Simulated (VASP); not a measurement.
# CdS (Cm) in VASP: notebook

Runs on CdS. Level: LDA. Tasks: single point.

Everything below comes from runs of VASP 6.6.1. Logs are shortened: lines on timing, memory, paths and dates and some standing lists are left out, and cuts for length are marked.

**1. The cell of the first run**

It takes space group Cm (No. 8, monoclinic). Conventional cell: a = 7.381 Å, b = 4.261 Å, c = 5.804 Å, α = 90.00°, β = 90.00°, γ = 90.00°. Within 3.2 Å of Cd (site symmetry m) lie 3 S at 2.39 to 2.61 Å. Within 3.2 Å of S (site symmetry m) lie 3 Cd at 2.39 to 2.61 Å.

**2. Single point, LDA**

Contents of INCAR:

```
SYSTEM = CdS
PREC = Accurate ; ENCUT = 630
EDIFF = 1E-6 ; ISMEAR = 0
SIGMA = 0.05 ; LREAL = .False.
LASPH = .True. ; NELM = 120
ALGO = Normal ; ISIF = 2
LWAVE = .False. ; LCHARG = .True.
LELF = .True. ; LVHAR = .True.
NBANDS = 20 ; GGA_COMPAT = .False.
```

Contents of KPOINTS:

```
Automatic mesh
0
Gamma
  9 9 6
  0 0 0
```

Contents of POSCAR:

```
CdS
1.0
    4.2611695877      0.0000000000      0.0000000000
   -2.1305847939      3.6902811128      0.0000000000
    0.0000000000      0.0000000000      5.8041729400
Cd S
1 1
Direct
    0.0000000000      0.0000000000      0.4426919200
    0.7073060277      0.3536530139      0.4337970091
```

Potentials or basis: VASP PAW LDA potentials, release 64 (Cd_sv_GW, S).

Run with:

```console
$ cat potpaw_LDA.64/Cd_sv_GW/POTCAR potpaw_LDA.64/S/POTCAR > POTCAR
$ mpirun -np 1 vasp_std > vasp.out
```

OUTCAR:

```text
SYSTEM = CdS
   PREC = Accurate
   ENCUT = 630
   EDIFF = 1E-6
   ISMEAR = 0
   LREAL = .False.
   LASPH = .True.
   NELM = 120
   ISIF = 2

 ion  position               nearest neighbor table
   1  0.000  0.000  0.443-   2 2.39   2 2.39   2 2.61
   2  0.707  0.354  0.434-   1 2.39   1 2.39   1 2.61

  LATTYP: Found a hexagonal cell.
 ALAT       =     4.2611695877
 C/A-ratio  =     1.3621079426

  Lattice vectors:

 A1 = (   4.2611695877,   0.0000000000,   0.0000000000)
 A2 = (  -2.1305847939,   3.6902811128,   0.0000000000)
 A3 = (   0.0000000000,   0.0000000000,   5.8041729400)

Analysis of symmetry for initial positions (statically):
=====================================================================
 Subroutine PRICEL returns:
 Original cell was already a primitive cell.

 Routine SETGRP: Setting up the symmetry group for a
 hexagonal supercell.

 Subroutine GETGRP returns: Found  2 space group operations
 (whereof  2 operations were pure point group operations)
 out of a pool of 24 trial point group operations.

The static configuration has the point symmetry C_1h.

Analysis of symmetry for dynamics (positions and initial velocities):
=====================================================================
 Subroutine PRICEL returns:
 Original cell was already a primitive cell.

 Routine SETGRP: Setting up the symmetry group for a
 hexagonal supercell.

 Subroutine GETGRP returns: Found  2 space group operations
 (whereof  2 operations were pure point group operations)
 out of a pool of 24 trial point group operations.

The dynamic configuration has the point symmetry C_1h.

 Subroutine INISYM returns: Found  2 space group operations
 (whereof  2 operations are pure point group operations),
 and found     1 'primitive' translations

----------------------------------------------------------------------------------------

                                     Primitive cell

  volume of cell :      91.2701

  direct lattice vectors                    reciprocal lattice vectors
     4.261169588  0.000000000  0.000000000     0.234677353  0.135491033  0.000000000
    -2.130584794  3.690281113  0.000000000     0.000000000  0.270982066  0.000000000
     0.000000000  0.000000000  5.804172940     0.000000000  0.000000000  0.172289835

  length of vectors
     4.261169588  4.261169588  5.804172940     0.270982066  0.270982066  0.172289835

  position of ions in fractional coordinates (direct lattice)
     0.000000000  0.000000000  0.442691920
     0.707306028  0.353653014  0.433797009

  ion indices of the primitive-cell ions
   primitive index   ion index
                 1           1
                 2           2

----------------------------------------------------------------------------------------

 KPOINTS: Automatic mesh

Automatic generation of k-mesh.
 Grid dimensions read from file:
 generate k-points for:    9    9    6

 Generating k-lattice:

  Cartesian coordinates                     Fractional coordinates (reciprocal lattice)
     0.026075261  0.015054559  0.000000000     0.111111111 -0.000000000  0.000000000
     0.000000000  0.030109118  0.000000000     0.000000000  0.111111111  0.000000000
     0.000000000  0.000000000  0.028714973     0.000000000  0.000000000  0.166666667

  Length of vectors
     0.030109118  0.030109118  0.028714973

  Shift w.r.t. Gamma in fractional coordinates (k-lattice)
     0.000000000  0.000000000  0.000000000

 Subroutine IBZKPT returns following result:
 ===========================================

 Found    140 irreducible k-points:

 Following reciprocal coordinates:
            Coordinates               Weight
  0.000000  0.000000  0.000000      1.000000
  0.111111 -0.000000  0.000000      2.000000
  0.000000  0.111111  0.000000      4.000000
  0.222222 -0.000000  0.000000      2.000000
  0.000000  0.222222  0.000000      4.000000
  0.333333  0.000000  0.000000      2.000000
[... 16 lines left out ...]
 -0.222222 -0.444444  0.000000      4.000000
  0.444444  0.333333  0.000000      4.000000
 [... further k-points ...]
   k-points           NKPTS =    140   k-points in BZ     NKDIM =    140   number of bands    NBANDS=     20
   number of dos      NEDOS =    301   number of ions     NIONS =      2
   total plane-waves  NPLWV =  62208
   dimension x,y,z NGX =    36 NGY =   36 NGZ =   48
   dimension x,y,z NGXF=    72 NGYF=   72 NGZF=   96
   ions per type =               1   1
   NGX,Y,Z   is equivalent  to a cutoff of  14.05, 14.05, 13.75 a.u.
   NGXF,Y,Z  is equivalent  to a cutoff of  28.09, 28.09, 27.50 a.u.
 SYSTEM =  CdS
   PREC   = accura    normal or accurate (medium, high low for compatibility)
   ISTART =      0    job   : 0-new  1-cont  2-samecut
   ICHARG =      2    charge: 1-file 2-atom 10-const
   ISPIN  =      1    spin polarized calculation?
   LNONCOLLINEAR =      F non collinear calculations
   LSORBIT =      F    spin-orbit coupling
   LASPH  =      T    aspherical Exc in radial PAW
   ENCUT  =  630.0 eV  46.30 Ry    6.80 a.u.   8.72  8.72 11.88*2*pi/ulx,y,z
   NELM   =    120;   NELMIN=  2; NELMDL= -5     # of ELM steps
   EDIFF  = 0.1E-05   stopping-criterion for ELM
   LREAL  =      F    real-space projection
   EDIFFG = 0.1E-04   stopping-criterion for IOM
   NSW    =      0    number of steps for IOM
   IBRION =     -1    ionic relax: 0-MD 1-quasi-New 2-CG
   NFREE  =      0    steps in history (QN), initial steepest desc. (CG)
   ISIF   =      2    stress and relaxation
   ISYM   =      2    0-nonsym 1-usesym 2-fastsym
   POTIM  = 0.5000    time-step for ionic-motion
   TEBEG  =    0.0;   TEEND  =   0.0 temperature during run
   PSTRESS=    0.0 pullay stress
   NELECT =      26.0000    total number of electrons
   NUPDOWN=      -1.0000    fix difference up-down
   EMIN   =  10.00;   EMAX   =-10.00  energy-range for DOS
   EFERMI =   0.00;   METHOD = LEGACY
   ISMEAR =     0;   SIGMA  =   0.05  broadening in eV -4-tet -1-fermi 0-gaus
   EFERMI_NEDOS =   21; number of points for ismear=-14 and -15
   IALGO  =     38    algorithm
   IMIX   =      4    mixing-type and parameters
     AMIX     =   0.40;   BMIX     =  1.00
     AMIX_MAG =   1.60;   BMIX_MAG =  1.00
  volume/ion in A,a.u.               =      45.64       307.96
  Fermi-wavevector in a.u.,A,eV,Ry     =   1.077184  2.035582 15.787174  1.160325
  Thomas-Fermi vector in A             =   2.213088
   LORBIT       =      0    0 simple, 1 ext, 2 COOP (PROOUT), +10 PAW based schemes
   GGA     = CA    functional components
   LHFCALC =     F    Hartree Fock is set to
   AEXX    =    0.0000 exact exchange contribution
   IVDW    =     0    specifies the selected vdW correction
   LEPSILON=     F    determine dielectric tensor
   LRPA    =     F    only Hartree local field effects (RPA)
 non-spin polarized calculation
 Gauss-broadening in eV      SIGMA  =   0.05
  energy-cutoff  :      630.00
  volume of cell :       91.27
 maximum number of plane-waves:      3294
   NGX = 17   NGY = 17   NGZ = 23

 number of electron      26.0000006 magnetization

 Free energy of the ion-electron system (eV)
  ---------------------------------------------------
  ext. energy  EPLUGINS =         0.00000000
  ---------------------------------------------------
  free energy    TOTEN  =        -6.57375141 eV

  energy without entropy =       -6.57375141  energy(sigma->0) =       -6.57375141

 E-fermi :  -0.8623     XC(G=0):  -6.6082

 val. band max:       -1.3413675823   @ k =   0.0000   0.0000   0.5000
 cond. band min:      -0.2373782132   @ k =   0.0000   0.0000   0.0000
 fundamental gap:      1.1039893691
 Fermi energy:        -0.8623028616

 k-point     1 :       0.0000    0.0000    0.0000
  band No.  band energies     occupation
      1    -102.2599      2.00000
      2     -63.6958      2.00000
      3     -63.6248      2.00000
      4     -63.6161      2.00000
      5     -13.1846      2.00000
      6      -9.3123      2.00000
[... 12 lines left out ...]
     19       9.0911      0.00000
     20      10.0722      0.00000

 k-point     2 :       0.1111   -0.0000    0.0000
  band No.  band energies     occupation
      1    -102.2599      2.00000
      2     -63.6958      2.00000
      3     -63.6248      2.00000
      4     -63.6161      2.00000
      5     -13.1518      2.00000
      6      -9.2853      2.00000
[... 12 lines left out ...]
     19       9.8322      0.00000
     20       9.9584      0.00000

 k-point     3 :       0.0000    0.1111    0.0000
  band No.  band energies     occupation
      1    -102.2599      2.00000
      2     -63.6958      2.00000
      3     -63.6249      2.00000
      4     -63.6161      2.00000
      5     -13.1383      2.00000
      6      -9.3134      2.00000
[... 12 lines left out ...]
     19       9.8621      0.00000
     20      10.0149      0.00000

 k-point     4 :       0.2222   -0.0000    0.0000
  band No.  band energies     occupation
      1    -102.2599      2.00000
      2     -63.6957      2.00000
      3     -63.6249      2.00000
      4     -63.6162      2.00000
      5     -13.0690      2.00000
      6      -9.2148      2.00000
[... 12 lines left out ...]
     19       9.3885      0.00000
     20       9.6738      0.00000

 k-point     5 :       0.0000    0.2222    0.0000
  band No.  band energies     occupation
      1    -102.2599      2.00000
      2     -63.6957      2.00000
      3     -63.6250      2.00000
      4     -63.6161      2.00000
      5     -13.0191      2.00000
      6      -9.2857      2.00000
[... 12 lines left out ...]
     19       9.6452      0.00000
     20       9.7013      0.00000

 k-point     6 :       0.3333    0.0000    0.0000
  band No.  band energies     occupation
      1    -102.2599      2.00000
      2     -63.6957      2.00000
      3     -63.6249      2.00000
      4     -63.6163      2.00000
      5     -12.9757      2.00000
      6      -9.1305      2.00000
[... 12 lines left out ...]
     19       8.4190      0.00000
     20       8.6562      0.00000

 k-point     7 :       0.0000    0.3333    0.0000
  band No.  band energies     occupation
      1    -102.2599      2.00000
      2     -63.6957      2.00000
      3     -63.6250      2.00000
      4     -63.6162      2.00000
      5     -12.8801      2.00000
      6      -9.2079      2.00000
[... 12 lines left out ...]
     19       8.4908      0.00000
     20       8.9927      0.00000
[... 277 lines left out ...]
 k-point    20 :       0.2222    0.2222    0.0000
  band No.  band energies     occupation
      1    -102.2599      2.00000
      2     -63.6957      2.00000
      3     -63.6250      2.00000
      4     -63.6162      2.00000
      5     -12.8819      2.00000
      6      -9.1839      2.00000
[... 12 lines left out ...]
     19       7.5100      0.00000
     20       8.9902      0.00000

 k-point    21 :      -0.2222    0.4444    0.0000
  band No.  band energies     occupation
      1    -102.2599      2.00000
      2     -63.6957      2.00000
      3     -63.6251      2.00000
      4     -63.6162      2.00000
      5     -12.8096      2.00000
      6      -9.1335      2.00000
[... 12 lines left out ...]
     19       7.6002      0.00000
     20       9.1629      0.00000

 k-point    22 :       0.3333    0.2222    0.0000
  band No.  band energies     occupation
      1    -102.2599      2.00000
      2     -63.6957      2.00000
      3     -63.6250      2.00000
      4     -63.6163      2.00000
      5     -12.8356      2.00000
      6      -9.1305      2.00000
[... 12 lines left out ...]
     19       7.3361      0.00000
     20       8.2791      0.00000

 k-point    23 :      -0.2222   -0.4444    0.0000
  band No.  band energies     occupation
      1    -102.2599      2.00000
      2     -63.6957      2.00000
      3     -63.6251      2.00000
      4     -63.6162      2.00000
      5     -12.7613      2.00000
      6      -9.0955      2.00000
[... 12 lines left out ...]
     19       7.3543      0.00000
     20       8.4318      0.00000

 k-point    24 :       0.4444    0.3333    0.0000
  band No.  band energies     occupation
      1    -102.2599      2.00000
      2     -63.6957      2.00000
      3     -63.6250      2.00000
      4     -63.6162      2.00000
      5     -12.7906      2.00000
      6      -9.1347      2.00000
[... 12 lines left out ...]
     19       7.2293      0.00000
     20       8.3936      0.00000

 [... further k-points ...]

------------------------ aborting loop because EDIFF is reached ----------------------------------------

  FORCE on cell =-STRESS in cart. coord.  units (eV):
  Direction    XX          YY          ZZ          XY          YZ          ZX
  --------------------------------------------------------------------------------------
  -------------------------------------------------------------------------------------
  Total       -2.1854187     -1.3184895     -0.1001526     -0.7507827      0.0197727      0.0342473
  in kB      -38.3633585    -23.1450772     -1.7581031    -13.1794182      0.3470953      0.6011860
  external PRESSURE =     -21.0888463 kB  Pullay stress =       0.0000000 kB

 VOLUME and BASIS-vectors are now :
 -----------------------------------------------------------------------------
  energy-cutoff  :      630.00
  volume of cell :       91.27
      direct lattice vectors                 reciprocal lattice vectors
     4.261169588  0.000000000  0.000000000     0.234677353  0.135491033  0.000000000
    -2.130584794  3.690281113  0.000000000     0.000000000  0.270982066  0.000000000
     0.000000000  0.000000000  5.804172940     0.000000000  0.000000000  0.172289835

 POSITION                                       TOTAL-FORCE (eV/Angst)
 -----------------------------------------------------------------------------------
      0.00000      0.00000      2.56946         0.662203      0.382323     -0.020494
      2.26046      1.30508      2.51783        -0.662203     -0.382323      0.020494
 -----------------------------------------------------------------------------------
    total drift:                                0.000346      0.000200     -0.000014

  FREE ENERGIE OF THE ION-ELECTRON SYSTEM (eV)
  ---------------------------------------------------
  free  energy   TOTEN  =        -6.5737514080 eV

  energy  without entropy=       -6.5737514080  energy(sigma->0) =       -6.57375141
```

Run time: 5.1 min. Hardware: 1 thread of Intel Xeon Platinum 8259CL at 2.50GHz (Skylake/Cascade Lake), shared host; peak memory 0.5 GiB.

What came out:

```yaml
Free_energy: -6.5738 eV
Pressure: -2.1 GPa
Largest_force: 0.765 eV/Å
Band_gap_on_the_k_mesh: 1.10 eV (least direct gap 1.11 eV)
```

Forces on the atoms (eV/Å):
```
Cd   0.662  0.382 -0.020
S   -0.662 -0.382  0.020
```

Caveat: the cell differs from its parent crystal (all S atoms moved -0.150 Å, as atom 2 towards its neighbour atom 1 (Cd) at 2.461 Å). A k mesh can miss the band edges.

**3. Single point, LDA**

Contents of INCAR:

```
PREC = Accurate
ENCUT = 630
EDIFF = 1E-6
ISMEAR = 0
SIGMA = 0.05
LREAL = False
LASPH = True
NELM = 120
ALGO = Normal
ISIF = 2
LWAVE = False
LCHARG = False
GGA = CA
NBANDS = 20
GGA_COMPAT = False
```

Contents of KPOINTS:

```
Automatic mesh
0
Gamma
  9 9 6
```

Changes to POSCAR since step 2:

```diff
@@ -9,2 +9,2 @@
     0.0000000000      0.0000000000      0.4426919200
-    0.7073060277      0.3536530139      0.4337970091
+    0.6057076251      0.3028538126      0.4350746863
```

Potentials or basis: VASP PAW LDA potentials, release 64 (Cd_sv_GW, S).

Run with:

```console
$ cat potpaw_LDA.64/Cd_sv_GW/POTCAR potpaw_LDA.64/S/POTCAR > POTCAR
$ mpirun -np 1 vasp_std > vasp.out
```

Wall time 3.9 min (1 thread of Intel Xeon Platinum 8488C (Sapphire Rapids), shared host); peak memory 0.5 GiB.

Results (log left out):

* Free energy: -6.4091 eV
* Pressure: -1.2 GPa
* Largest force: 2.344 eV/Å
* Band gap on the k mesh: 1.01 eV

Forces on the atoms (eV/Å):
```
Cd  -2.030 -1.172 -0.001
S    2.030  1.172  0.001
```

Stress tensor (GPa, compression positive):
```
 0.26  3.44 -0.16
 3.44 -3.71 -0.09
-0.16 -0.09 -0.18
```

Levels at points of the mesh, in eV from the valence-band top:
```csv
k point,band 9,band 10,band 11,band 12,band 13,band 14,band 15,band 16,band 17,band 18
"(0.00, 0.00, 0.00)",-7.50,-7.30,-1.39,-0.70,0.00,1.01,5.17,5.98,6.52,7.08
"(0.00, 0.00, 0.50)",-7.50,-7.29,-1.61,-0.70,0.00,1.28,4.63,6.03,7.13,8.87
```

Caveat: the cell differs from its parent crystal (all S atoms moved +0.225 Å, as atom 2 towards its neighbour atom 1 (Cd) at 2.461 Å); forces of over 1 eV/Å act on the atoms, so gaps and moduli don't describe the material at rest. A k mesh can miss the band edges.
